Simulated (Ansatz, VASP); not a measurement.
# Co: VASP beside Ansatz

INCAR

```
SYSTEM = Co
ALGO = Normal ; EDIFF = 1E-7
ENCUT = 520 ; GGA = PS
ISIF = 2 ; ISMEAR = 0
ISPIN = 2 ; LASPH = .True.
LCHARG = .True. ; LELF = .True.
LMAXMIX = 4 ; LORBIT = 11
LREAL = .False. ; LVHAR = .True.
LWAVE = .False. ; MAGMOM = 1.8 1.8
NBANDS = 20 ; NELM = 150
PREC = Accurate ; SIGMA = 0.15
```

KPOINTS

```
k-points
0
Gamma
  30 30 16
  0 0 0
```

File POSCAR:

```
Co
1.0
    2.5792434228      0.0000000000      0.0000000000
   -1.2896217114      2.2336903266      0.0000000000
    0.0000000000      0.0000000000      4.1678842905
Co
2
Direct
    0.3333333333      0.6666666667      0.2500000000
    0.6666666667      0.3333333333      0.7500000000
```

Input for Ansatz:

```yaml
crystal:
  lattice:
    - [2.5792434228, 0.0, 0.0]
    - [-1.2896217114, 2.2336903266, 0.0]
    - [0.0, 0.0, 4.1678842905]
  atoms:
    - { symbol: Co, position: [0.3333333333, 0.6666666667, 0.25], spin: 1.8 }
    - { symbol: Co, position: [0.6666666667, 0.3333333333, 0.75], spin: 1.8 }
basis:
  ecutwfc: 420
kpoints:
  mp_grid: { grid: [30, 30, 16] }
hamiltonian:
  xc: pbesol
scf:
  occupations: { method: gaussian, width: 0.15 }
output:
  forces: true
  stress: true
  eigenvalues: true
  populations: true
magnetization:
  spin_polarized: true
```

Change from the starting cell: strain +0.050 along x and y, +0.050 along z, atoms carried along.

Alike in both runs: task single point; functional PBEsol; k mesh 30 × 30 × 16; occupations gaussian, width 0.15 eV; collinear spin.

```csv
,VASP,Ansatz
version,VASP 6.6.1,Ansatz 0.2.0
potentials or method,"VASP PAW PBE potentials, release 64 (Co), cutoff 520 eV","scalar-relativistic, plane waves, PAW"
valence electrons in the cell,18,34
```

|  | VASP | Ansatz | Ansatz less VASP |
| --- | --- | --- | --- |
| gap on the k mesh at the Fermi level (eV) | none | none | - |
| pressure (GPa) | -25.4 | -25.2 | +0.18 |
| traceless stress, the component that is largest in VASP (GPa) | 0.13 | 0.25 | +0.119 |
| net moment per atom (μB) | 1.68 | 1.68 | +0.009 |
| size of the moment on the site where the two differ most (μB) | 1.71 | 1.76 | +0.054 |

VASP's potentials were made for PBE, not for PBEsol. Site moments also hang on the region over which each program counts them. A gap of «none» marks a metal or a gap that the smearing closes. The functional is the same, so the differences come from potentials, cutoffs and numerics. VASP's potentials hold 18 valence electrons a cell and Ansatz's 34, so a difference there can come from the potentials and not from the codes.
